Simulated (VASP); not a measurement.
# RbTlS (P-6m2) in VASP: further runs

Runs on RbTlS. Level: PBE. Tasks: single point.

Everything below comes from runs of VASP 6.6.1. Logs are shortened: lines on timing, memory, paths and dates and some standing lists are left out, and cuts for length are marked.

### 1 The cell of the first run

It takes space group P-6m2 (No. 187, hexagonal). The conventional cell has a = 5.104 Å, b = 5.104 Å, c = 4.681 Å, α = 90.00°, β = 90.00°, γ = 120.00°. Rb (site symmetry -6m2) has 6 Tl at 3.76 Å and 6 S at 3.76 Å and 2 Rb at 4.68 Å within 4.9 Å. Tl (site symmetry -6m2) has 3 S at 2.95 Å and 6 Rb at 3.76 Å within 3.9 Å. S (site symmetry -6m2) has 3 Tl at 2.95 Å and 6 Rb at 3.76 Å within 3.9 Å.

The cell was built from a structure type or drawn by symmetry, and may not be a known phase.

### 2 Single point, PBE

INCAR

```
SYSTEM = RbTlS
PREC = Accurate
ENCUT = 500
EDIFF = 1E-6
ISMEAR = 0
SIGMA = 0.15
LREAL = .FALSE.
LASPH = .TRUE.
NELM = 120
ALGO = Normal
ISIF = 2
LWAVE = .FALSE.
LCHARG = .FALSE.
GGA = PE
NBANDS = 21
GGA_COMPAT = .FALSE.
```

KPOINTS

```
regular mesh
0
G
  4 4 3
  0 0 0
```

POSCAR

```
RbTlS
1.0
    5.1044327706     -0.0000000031      0.0000000000
   -2.5522163826      4.4205684528      0.0000000000
    0.0000000000      0.0000000000      4.6813398251
Rb Tl S
1 1 1
Direct
    0.0000000000      0.0000000000      0.5000000000
    0.3333333333      0.6666666667      0.0000000000
    0.6666666667      0.3333333333      0.0000000000
```

Potentials or basis: VASP PAW PBE potentials, release 64 (Rb_sv, Tl_d, S).

The run is started by

```
cat potpaw_PBE.64/Rb_sv/POTCAR potpaw_PBE.64/Tl_d/POTCAR potpaw_PBE.64/S/POTCAR > POTCAR
mpirun -np 1 vasp_std > vasp.out
```

OUTCAR:

```text
SYSTEM = RbTlS
   PREC = Accurate
   ENCUT = 500
   EDIFF = 1E-6
   ISMEAR = 0
   LREAL = .FALSE.
   LASPH = .TRUE.
   NELM = 120
   ISIF = 2
   GGA = PE

 ion  position               nearest neighbor table
   1  0.000  0.000  0.500-   2 3.76   3 3.76   2 3.76   3 3.76   2 3.76   2 3.76   3 3.76   3 3.76
                             3 3.76   3 3.76   2 3.76   2 3.76
   2  0.333  0.667  0.000-   3 2.95   3 2.95   3 2.95   1 3.76   1 3.76   1 3.76   1 3.76   1 3.76
                             1 3.76
   3  0.667  0.333  0.000-   2 2.95   2 2.95   2 2.95   1 3.76   1 3.76   1 3.76   1 3.76   1 3.76
                             1 3.76

  LATTYP: Found a hexagonal cell.
 ALAT       =     5.1044327706
 C/A-ratio  =     0.9171126422

  Lattice vectors:

 A1 = (   5.1044327706,  -0.0000000031,   0.0000000000)
 A2 = (  -2.5522163826,   4.4205684528,   0.0000000000)
 A3 = (   0.0000000000,   0.0000000000,   4.6813398251)

Analysis of symmetry for initial positions (statically):
=====================================================================
 Subroutine PRICEL returns:
 Original cell was already a primitive cell.

 Routine SETGRP: Setting up the symmetry group for a
 hexagonal supercell.

 Subroutine GETGRP returns: Found 12 space group operations
 (whereof 12 operations were pure point group operations)
 out of a pool of 24 trial point group operations.

The static configuration has the point symmetry D_3h.

Analysis of symmetry for dynamics (positions and initial velocities):
=====================================================================
 Subroutine PRICEL returns:
 Original cell was already a primitive cell.

 Routine SETGRP: Setting up the symmetry group for a
 hexagonal supercell.

 Subroutine GETGRP returns: Found 12 space group operations
 (whereof 12 operations were pure point group operations)
 out of a pool of 24 trial point group operations.

The dynamic configuration has the point symmetry D_3h.

 Subroutine INISYM returns: Found 12 space group operations
 (whereof 12 operations are pure point group operations),
 and found     1 'primitive' translations

----------------------------------------------------------------------------------------

                                     Primitive cell

  volume of cell :     105.6321

  direct lattice vectors                    reciprocal lattice vectors
     5.104432771 -0.000000003  0.000000000     0.195908154  0.113107625  0.000000000
    -2.552216383  4.420568453  0.000000000     0.000000000  0.226215251  0.000000000
     0.000000000  0.000000000  4.681339825     0.000000000  0.000000000  0.213614059

  length of vectors
     5.104432771  5.104432771  4.681339825     0.226215251  0.226215251  0.213614059

  position of ions in fractional coordinates (direct lattice)
     0.000000000  0.000000000  0.500000000
     0.333333333  0.666666667  0.000000000
     0.666666667  0.333333333  0.000000000

  ion indices of the primitive-cell ions
   primitive index   ion index
                 1           1
                 2           2
                 3           3

----------------------------------------------------------------------------------------

 KPOINTS: regular mesh

Automatic generation of k-mesh.
 Grid dimensions read from file:
 generate k-points for:    4    4    3

 Generating k-lattice:

  Cartesian coordinates                     Fractional coordinates (reciprocal lattice)
     0.048977038  0.028276906  0.000000000     0.250000000  0.000000000  0.000000000
     0.000000000  0.056553813  0.000000000     0.000000000  0.250000000  0.000000000
     0.000000000  0.000000000  0.071204686     0.000000000  0.000000000  0.333333333

  Length of vectors
     0.056553813  0.056553813  0.071204686

  Shift w.r.t. Gamma in fractional coordinates (k-lattice)
     0.000000000  0.000000000  0.000000000

 Subroutine IBZKPT returns following result:
 ===========================================

 Found      8 irreducible k-points:

 Following reciprocal coordinates:
            Coordinates               Weight
  0.000000  0.000000  0.000000      1.000000
  0.250000  0.000000  0.000000      6.000000
  0.500000  0.000000  0.000000      3.000000
  0.250000  0.250000  0.000000      6.000000
  0.000000  0.000000  0.333333      2.000000
  0.250000  0.000000  0.333333     12.000000
  0.500000  0.000000  0.333333      6.000000
  0.250000  0.250000  0.333333     12.000000
   k-points           NKPTS =      8   k-points in BZ     NKDIM =      8   number of bands    NBANDS=     21
   number of dos      NEDOS =    301   number of ions     NIONS =      3
   total plane-waves  NPLWV =  57600
   dimension x,y,z NGX =    40 NGY =   40 NGZ =   36
   dimension x,y,z NGXF=    80 NGYF=   80 NGZF=   72
   ions per type =               1   1   1
   NGX,Y,Z   is equivalent  to a cutoff of  13.03, 13.03, 12.78 a.u.
   NGXF,Y,Z  is equivalent  to a cutoff of  26.06, 26.06, 25.57 a.u.
 SYSTEM =  RbTlS
   PREC   = accura    normal or accurate (medium, high low for compatibility)
   ISTART =      0    job   : 0-new  1-cont  2-samecut
   ICHARG =      2    charge: 1-file 2-atom 10-const
   ISPIN  =      1    spin polarized calculation?
   LNONCOLLINEAR =      F non collinear calculations
   LSORBIT =      F    spin-orbit coupling
   LASPH  =      T    aspherical Exc in radial PAW
   ENCUT  =  500.0 eV  36.75 Ry    6.06 a.u.   9.31  9.31  8.54*2*pi/ulx,y,z
   NELM   =    120;   NELMIN=  2; NELMDL= -5     # of ELM steps
   EDIFF  = 0.1E-05   stopping-criterion for ELM
   LREAL  =      F    real-space projection
   EDIFFG = 0.1E-04   stopping-criterion for IOM
   NSW    =      0    number of steps for IOM
   IBRION =     -1    ionic relax: 0-MD 1-quasi-New 2-CG
   NFREE  =      0    steps in history (QN), initial steepest desc. (CG)
   ISIF   =      2    stress and relaxation
   ISYM   =      2    0-nonsym 1-usesym 2-fastsym
   POTIM  = 0.5000    time-step for ionic-motion
   TEBEG  =    0.0;   TEEND  =   0.0 temperature during run
   PSTRESS=    0.0 pullay stress
   NELECT =      28.0000    total number of electrons
   NUPDOWN=      -1.0000    fix difference up-down
   EMIN   =  10.00;   EMAX   =-10.00  energy-range for DOS
   EFERMI =   0.00;   METHOD = LEGACY
   ISMEAR =     0;   SIGMA  =   0.15  broadening in eV -4-tet -1-fermi 0-gaus
   EFERMI_NEDOS =   21; number of points for ismear=-14 and -15
   IALGO  =     38    algorithm
   IMIX   =      4    mixing-type and parameters
     AMIX     =   0.40;   BMIX     =  1.00
     AMIX_MAG =   1.60;   BMIX_MAG =  1.00
  volume/ion in A,a.u.               =      35.21       237.61
  Fermi-wavevector in a.u.,A,eV,Ry     =   1.051628  1.987289 15.046982  1.105922
  Thomas-Fermi vector in A             =   2.186679
   LORBIT       =      0    0 simple, 1 ext, 2 COOP (PROOUT), +10 PAW based schemes
   GGA     = PE    functional components
   LHFCALC =     F    Hartree Fock is set to
   AEXX    =    0.0000 exact exchange contribution
   IVDW    =     0    specifies the selected vdW correction
   LEPSILON=     F    determine dielectric tensor
   LRPA    =     F    only Hartree local field effects (RPA)
 non-spin polarized calculation
 Gauss-broadening in eV      SIGMA  =   0.15
  energy-cutoff  :      500.00
  volume of cell :      105.63
 maximum number of plane-waves:      2717
 NGX is ok and might be reduce to    40
   NGX = 19   NGY = 19   NGZ = 17

 number of electron      27.9999999 magnetization

 Free energy of the ion-electron system (eV)
  ---------------------------------------------------
  ext. energy  EPLUGINS =         0.00000000
  ---------------------------------------------------
  free energy    TOTEN  =        -8.88139787 eV

  energy without entropy =       -8.88121853  energy(sigma->0) =       -8.88130820

 E-fermi :   2.6159     XC(G=0):  -8.0864

 val. band max:        2.2586372175   @ k =   0.2500   0.2500   0.3333
 cond. band min:       2.9450004450   @ k =   0.5000   0.0000   0.3333
 fundamental gap:      0.6863632275
 Fermi energy:         2.6159214356

 k-point     1 :       0.0000    0.0000    0.0000
  band No.  band energies     occupation
      1     -24.9898      2.00000
      2      -9.4004      2.00000
      3      -9.1453      2.00000
      4      -9.1453      2.00000
      5      -9.0511      2.00000
      6      -8.8233      2.00000
[... 13 lines left out ...]
     20       8.8925      0.00000
     21       8.8943      0.00000

 k-point     2 :       0.2500    0.0000    0.0000
  band No.  band energies     occupation
      1     -24.9884      2.00000
      2      -9.4888      2.00000
      3      -9.1354      2.00000
      4      -9.1054      2.00000
      5      -9.0945      2.00000
      6      -8.8245      2.00000
[... 13 lines left out ...]
     20       8.6194      0.00000
     21       8.9549      0.00000

 k-point     3 :       0.5000    0.0000    0.0000
  band No.  band energies     occupation
      1     -24.9870      2.00000
      2      -9.5294      2.00000
      3      -9.1437      2.00000
      4      -9.1257      2.00000
      5      -9.0675      2.00000
      6      -8.8398      2.00000
[... 13 lines left out ...]
     20       8.4065      0.00000
     21       9.0755      0.00000

 k-point     4 :       0.2500    0.2500    0.0000
  band No.  band energies     occupation
      1     -24.9870      2.00000
      2      -9.4984      2.00000
      3      -9.1773      2.00000
      4      -9.1423      2.00000
      5      -9.0388      2.00000
      6      -8.8564      2.00000
[... 13 lines left out ...]
     20       8.6119      0.00000
     21       9.1737      0.00000

 k-point     5 :       0.0000    0.0000    0.3333
  band No.  band energies     occupation
      1     -24.9865      2.00000
      2      -9.6302      2.00000
      3      -9.1505      2.00000
      4      -9.1505      2.00000
      5      -8.9787      2.00000
      6      -8.7807      2.00000
[... 13 lines left out ...]
     20       7.8854      0.00000
     21       8.9405      0.00000

 k-point     6 :       0.2500    0.0000    0.3333
  band No.  band energies     occupation
      1     -24.9853      2.00000
      2      -9.5062      2.00000
      3      -9.1718      2.00000
      4      -9.1699      2.00000
      5      -9.0631      2.00000
      6      -8.8142      2.00000
[... 13 lines left out ...]
     20       8.6427      0.00000
     21       9.5557      0.00000

 k-point     7 :       0.5000    0.0000    0.3333
  band No.  band energies     occupation
      1     -24.9841      2.00000
      2      -9.3789      2.00000
      3      -9.1919      2.00000
      4      -9.1907      2.00000
      5      -9.1236      2.00000
      6      -8.8611      2.00000
[... 13 lines left out ...]
     20       8.5647      0.00000
     21       9.3988      0.00000

 k-point     8 :       0.2500    0.2500    0.3333
  band No.  band energies     occupation
      1     -24.9841      2.00000
      2      -9.3857      2.00000
      3      -9.2110      2.00000
      4      -9.1578      2.00000
      5      -9.1295      2.00000
      6      -8.8614      2.00000
[... 13 lines left out ...]
     20       9.2293      0.00000
     21       9.3802      0.00000

------------------------ aborting loop because EDIFF is reached ----------------------------------------

  FORCE on cell =-STRESS in cart. coord.  units (eV):
  Direction    XX          YY          ZZ          XY          YZ          ZX
  --------------------------------------------------------------------------------------
  -------------------------------------------------------------------------------------
  Total        0.3761338      0.3761338      0.3670935      0.0000000      0.0000000      0.0000000
  in kB        5.7050203      5.7050203      5.5679015      0.0000000      0.0000000      0.0000000
  external PRESSURE =       5.6593140 kB  Pullay stress =       0.0000000 kB

 VOLUME and BASIS-vectors are now :
 -----------------------------------------------------------------------------
  energy-cutoff  :      500.00
  volume of cell :      105.63
      direct lattice vectors                 reciprocal lattice vectors
     5.104432771 -0.000000003  0.000000000     0.195908154  0.113107625  0.000000000
    -2.552216383  4.420568453  0.000000000     0.000000000  0.226215251  0.000000000
     0.000000000  0.000000000  4.681339825     0.000000000  0.000000000  0.213614059

 POSITION                                       TOTAL-FORCE (eV/Angst)
 -----------------------------------------------------------------------------------
      0.00000      0.00000      2.34067        -0.000000     -0.000000      0.000000
      0.00000      2.94705      0.00000         0.000000     -0.000000      0.000000
      2.55222      1.47352      0.00000        -0.000000      0.000000      0.000000
 -----------------------------------------------------------------------------------
    total drift:                                0.000000     -0.000000     -0.000000

  FREE ENERGIE OF THE ION-ELECTRON SYSTEM (eV)
  ---------------------------------------------------
  free  energy   TOTEN  =        -8.8813978732 eV

  energy  without entropy=       -8.8812185291  energy(sigma->0) =       -8.88130820
```

Wall time 12 s (1 thread of Intel Xeon 6975P-C (Granite Rapids), shared host); peak memory 0.23 GiB.

Results:

- Free energy: -8.8814 eV
- Pressure: 0.6 GPa
- Band gap on the k mesh: 0.69 eV (least direct gap 0.87 eV)

Levels at points of the mesh, in eV from the valence-band top:
| k point | band 11 | band 12 | band 13 | band 14 | band 15 | band 16 | band 17 | band 18 |
| --- | --- | --- | --- | --- | --- | --- | --- | --- |
| (0.00, 0.00, 0.00) | -4.82 | -1.64 | -1.64 | -1.13 | 3.06 | 3.06 | 3.08 | 4.01 |
| (0.50, 0.00, 0.00) | -6.02 | -2.07 | -0.97 | -0.77 | 2.72 | 2.85 | 4.29 | 4.70 |

Caveat: the k points lie up to 0.45 Å⁻¹ apart; spin-orbit coupling is left out, which moves the levels of the heavy elements; an odd mesh through Γ misses points on the zone boundary, where band edges can lie.

[end of part 1 of 2]
